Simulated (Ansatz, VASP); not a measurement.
# LiSnF3 in VASP and in Ansatz

```
Li Sn F
1.0
     2.90895    1.67948    2.49869
    -2.90895    1.67948    2.49869
     0.00000   -3.35897    2.49869
Li Sn F
1 1 3
Direct
  0.97771 0.97771 0.97771
  0.40203 0.40203 0.40203
  0.05069 0.52365 0.05069
  0.05069 0.05069 0.52365
  0.52365 0.05069 0.05069
```

Alike in both runs: task single point; functional PBE; k mesh 6 × 6 × 6; occupations gaussian, width 0.02 eV; no spin polarisation.

|  | VASP | Ansatz |
| --- | --- | --- |
| version | VASP 6.6.1 | Ansatz 0.2.0 |
| potentials or method | VASP PAW PBE potentials, release 64 (Li_sv, Sn_d, F), cutoff 520 eV | scalar-relativistic, plane waves, PAW |
| valence electrons in the cell | 38 | 38 |

|  | VASP | Ansatz | Ansatz less VASP |
| --- | --- | --- | --- |
| gap on the k mesh at the Fermi level (eV) | 3.90 | 3.91 | +0.019 |
| least direct gap on the mesh (eV) | 4.15 | 4.17 | +0.015 |
| rms of the force components (eV/Å) | 0.040 | 0.000 | -0.0404 |

Atom by atom the forces differ by 0.040 eV/Å (rms over components).

Noted on VASP's run: the cutoff is short for stress, so the pressure is rough.
